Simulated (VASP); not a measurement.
A run of VASP 6.6.1 is set up as follows.

Contents of POSCAR:

```
GaP
1.0
    0.0000000000      2.7252500000      2.7252500000
    2.7252500000      0.0000000000      2.7252500000
    2.7252500000      2.7252500000      0.0000000000
Ga P
1 1
Direct
    0.0000000000      0.0000000000      0.0000000000
    0.7500000000      0.7500000000      0.7500000000
```

Contents of INCAR.step1:

```
ALGO     = Normal         # electronic algorithm
EDIFF    = 1E-4           # SCF threshold, eV
ENCUT    = 520            # plane-wave cutoff, eV
GGA      = PE             # functional
ISMEAR   = 0              # smearing method
LASPH    = T              # aspherical terms in the spheres
LCHARG   = F              # write CHGCAR
LREAL    = F              # projectors in reciprocal space
LWAVE    = T              # write WAVECAR
NBANDS   = 16             # bands
NELM     = 60             # most SCF steps
PREC     = Accurate       # precision mode
SIGMA    = 0.05           # smearing width, eV
```

File INCAR.step2:

```
ALGO     = Normal         # electronic algorithm
EDIFF    = 1E-6           # SCF threshold, eV
ENCUT    = 520            # plane-wave cutoff, eV
ISIF     = 2              # what is computed and relaxed
ISMEAR   = 0              # smearing method
ISTART   = 1            
LASPH    = T              # aspherical terms in the spheres
LCHARG   = T              # write CHGCAR
LELF     = T              # ELF
LMIXTAU  = T            
LREAL    = F              # projectors in reciprocal space
LVHAR    = T            
LWAVE    = F              # write WAVECAR
METAGGA  = R2SCAN         # meta-GGA
NBANDS   = 16             # bands
NELM     = 60             # most SCF steps
PREC     = Accurate       # precision mode
SIGMA    = 0.05           # smearing width, eV
```

Contents of KPOINTS:

```
k-points
0
Gamma
  8 8 8
```

Potentials or basis: VASP PAW PBE potentials, release 64 (Ga_d, P).

Launch:

```console
$ cat potpaw_PBE.64/Ga_d/POTCAR potpaw_PBE.64/P/POTCAR > POTCAR
$ cp INCAR.step1 INCAR
$ mpirun -np 1 vasp_std > vasp.out
$ cp INCAR.step2 INCAR
$ mpirun -np 1 vasp_std > vasp.out
```

(1) Estimate the pressure.

(2) What does it give for the band gap on the k mesh?

Answers

(1) 0.0 GPa.

(2) 1.90 eV (least direct gap 2.34 eV).

Caveat: the PAW data sets were made with another functional, which shifts forces and pressure a little.

**Measured values to compare with.**

From “Stacking defects in GaP nanowires: Electronic structure and optical properties”, 2018, arxiv:1810.01194, for a bulk crystal of GaP at 10 K: band gap 2.34 eV (indirect).

Against the measured gap of GaP, 2.34 eV (indirect; 10 K; quoted in “Stacking defects in GaP nanowires: Electronic structure and optical properties”, 2018, arxiv:1810.01194), the calculated 1.90 eV is off by -0.44 eV. Spin-orbit coupling on Ga is left out. The value is that of r2SCAN on a finite k mesh, which can miss the band edges, without temperature or zero-point motion.
